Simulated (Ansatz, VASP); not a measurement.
# Y in VASP and in Ansatz

The input POSCAR:

```
Y
1.0
    3.6808463851      0.0000000000      0.0000000000
   -1.8404231926      3.1877064770      0.0000000000
    0.0000000000      0.0000000000      5.7206466204
Y
2
Direct
    0.3333333333      0.6666666667      0.2500000000
    0.6666666667      0.3333333333      0.7500000000
```

Contents of INCAR.step1:

```
SYSTEM = Y
ALGO     = Normal         ! electronic algorithm
EDIFF    = 1E-4           ! SCF threshold, eV
ENCUT    = 520            ! plane-wave cutoff, eV
GGA      = PE             ! functional
ISMEAR   = 1              ! smearing method
LASPH    = .True.         ! aspherical terms in the spheres
LCHARG   = .False.        ! write CHGCAR
LREAL    = .False.        ! projectors in reciprocal space
LWAVE    = .True.         ! write WAVECAR
NBANDS   = 18             ! bands
NELM     = 80             ! most SCF steps
PREC     = Accurate       ! precision mode
SIGMA    = 0.2            ! smearing width, eV
```

INCAR.step2

```
SYSTEM = Y
ALGO     = Normal         ! electronic algorithm
EDIFF    = 1E-6           ! SCF threshold, eV
ENCUT    = 520            ! plane-wave cutoff, eV
ISIF     = 2              ! what is computed and relaxed
ISMEAR   = 1              ! smearing method
ISTART   = 1            
LASPH    = .True.         ! aspherical terms in the spheres
LCHARG   = .False.        ! write CHGCAR
LMIXTAU  = .True.       
LREAL    = .False.        ! projectors in reciprocal space
LWAVE    = .False.        ! write WAVECAR
METAGGA  = R2SCAN         ! meta-GGA
NBANDS   = 18             ! bands
NELM     = 80             ! most SCF steps
PREC     = Accurate       ! precision mode
SIGMA    = 0.2            ! smearing width, eV
```

KPOINTS

```
k-points
0
Gamma
  10 10 6
  0 0 0
```

Input for Ansatz:

```yaml
crystal:
  lattice:
    - [3.6808463851, 0.0, 0.0]
    - [-1.8404231926, 3.187706477, 0.0]
    - [0.0, 0.0, 5.7206466204]
  atoms:
    - { symbol: "Y", position: [0.3333333333, 0.6666666667, 0.25] }
    - { symbol: "Y", position: [0.6666666667, 0.3333333333, 0.75] }
hamiltonian:
  xc: r2scan
  pseudopotentials:
    kind: paw
    azcp:
      "Y": "pseudopotentials/Y.paw.azcp"
basis:
  ecutwfc: 500
  fft_grid_basis: typed
kpoints:
  mp_grid: { grid: [10, 10, 6], shift: [0, 0, 0] }
magnetization:
  spin_polarized: false
scf:
  occupations: { method: methfessel_paxton, width: 0.2 }
  lower_state_search: "off"
output:
  stress: true
  write_density: true
  write_potential: true
  elf: true
  volumetric_format: npy
```

Alike in both runs: task single point; functional r2SCAN; k mesh 10 × 10 × 6; occupations methfessel-paxton of order 1, width 0.2 eV; no spin polarisation.

```csv
,VASP,Ansatz
version,VASP 6.6.1,Ansatz 0.2.0
potentials or method,"VASP PAW PBE potentials, release 64 (Y_sv), cutoff 520 eV","plane waves (500 eV) with PAW, scalar-relativistic"
valence electrons in the cell,22,22
```

|  | VASP | Ansatz | Ansatz less VASP |
| --- | --- | --- | --- |
| pressure (GPa) | -0.2 | -0.2 | 0.00 |
| traceless stress, the component that is largest in VASP (GPa) | -0.30 | -0.32 | -0.023 |

VASP's potentials were made for PBE, not for r2SCAN. The functional is the same, so the differences come from potentials, cutoffs and numerics.
